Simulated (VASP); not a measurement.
Write the native input for VASP 6.6.1 that does the following.

```yaml
Task: density of states
Functional: PBE
Potentials_or_basis: VASP PAW PBE potentials, release 64 (O)
Cutoff: 520 eV
k_mesh: 20 × 20 × 20
Occupations: fermi-dirac, width 0.1 eV
Spin: no spin polarisation
Dipole_correction: no
k_mesh_for_the_DOS: 30 × 30 × 30
Occupations_for_the_DOS: tetrahedron
Further_INCAR_settings: ALGO = Normal; EDIFF = 1e-06; NBANDS = 9
```

Crystal: O.

```
O
1.0
     0.00000    1.26119    1.26119
     1.26119    0.00000    1.26119
     1.26119    1.26119    0.00000
O
1
Direct
  0.00000 0.00000 0.00000
```

This cell differs from its parent crystal: volume scaled by 0.5.

One way to write it, as run:

POSCAR

```
O
1.0
    0.0000000000      1.2611920395      1.2611920395
    1.2611920395      0.0000000000      1.2611920395
    1.2611920395      1.2611920395      0.0000000000
O
1
Direct
    0.0000000000      0.0000000000      0.0000000000
```

INCAR.step1

```
PREC = Accurate ; ENCUT = 520
EDIFF = 1E-6 ; ISMEAR = -1
SIGMA = 0.1 ; LREAL = False
LASPH = True ; NELM = 100
ALGO = Normal ; ISIF = 2
LWAVE = False ; LCHARG = True
GGA = PE ; NBANDS = 9
```

KPOINTS.step1

```
Automatic mesh
0
Gamma
  20 20 20
```

INCAR.step2

```
PREC = Accurate ; ENCUT = 520
EDIFF = 1E-6 ; ISMEAR = -5
SIGMA = 0.1 ; LREAL = False
LASPH = True ; NELM = 100
ALGO = Normal ; ISIF = 2
LWAVE = False ; LCHARG = False
GGA = PE ; LORBIT = 11
NBANDS = 9 ; NEDOS = 1001
ICHARG = 11
```

KPOINTS.step2

```
Automatic mesh
0
Gamma
  30 30 30
```

Potentials or basis: VASP PAW PBE potentials, release 64 (O).

The run is started by

```console
$ cat potpaw_PBE.64/O/POTCAR > POTCAR
$ cp INCAR.step1 INCAR
$ cp KPOINTS.step1 KPOINTS
$ mpirun -np 1 vasp_std > vasp.out
$ cp INCAR.step2 INCAR
$ cp KPOINTS.step2 KPOINTS
$ mpirun -np 1 vasp_std > vasp.out
```

It gave:

```
Valence electrons inside the program's atomic spheres : O 4.91
```

Wall time 20 s on 1 thread of AMD EPYC 7R13 Processor (Zen 3), on a shared host, peak memory 0.1 GiB.
